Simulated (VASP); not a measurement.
**Si: single point with LDA**

The system is Si.

```
Si
1.0
     3.91603    0.00000    0.00000
    -1.95802    3.39139    0.00000
     0.00000    0.00000    6.17592
Si
4
Direct
  0.33333 0.66667 0.06170
  0.66667 0.33333 0.56170
  0.33333 0.66667 0.43830
  0.66667 0.33333 0.93830
```

This cell differs from its parent crystal: biaxial strain in the a-b plane: +3.0 %.

```
Program             : VASP 6.6.1
Task                : single point
Functional          : LDA
Potentials or basis : VASP PAW LDA potentials, release 64 (Si)
Cutoff              : 520 eV
k mesh              : 12 × 12 × 6
Occupations         : gaussian, width 0.02 eV
Spin                : no spin polarisation
```

- Pressure: -3.3 GPa
- Largest force: 0.297 eV/Å
- Band gap on the k mesh: 0.15 eV (least direct gap 0.37 eV)

Forces in eV/Å, atoms in the order of the input:
```
Si   0.000  0.000 -0.297
Si   0.000  0.000 -0.297
Si   0.000  0.000  0.297
Si   0.000  0.000  0.297
```

Stress tensor (GPa, compression positive):
```
-6.44  0.00  0.00
 0.00 -6.44  0.00
 0.00  0.00  2.86
```

Levels at points of the mesh, in eV from the valence-band top:
```
           k point  band 6  band 7  band 8  band 9  band 10  band 11
(0.00, 0.00, 0.00)   -0.20    0.00    0.00    0.37     1.75     1.75
(0.50, 0.00, 0.00)   -3.16   -2.96   -1.33    0.15     2.30     2.95
(0.00, 0.00, 0.50)   -1.07   -1.07   -1.07    1.29     1.29     2.82
(0.50, 0.00, 0.50)   -2.46   -2.23   -2.23    0.83     0.83     1.82
```

Run time: 2.8 min on 1 thread of Intel(R) Xeon(R) Platinum 8375C CPU @ 2.90GHz (Ice Lake) (shared host), peak memory 0.2 GiB.

Caveat: the cell differs from its parent crystal (biaxial strain in the a-b plane: +3.0 %); the stress differs along the axes, from -6 to 3 GPa. A k mesh can miss the band edges.
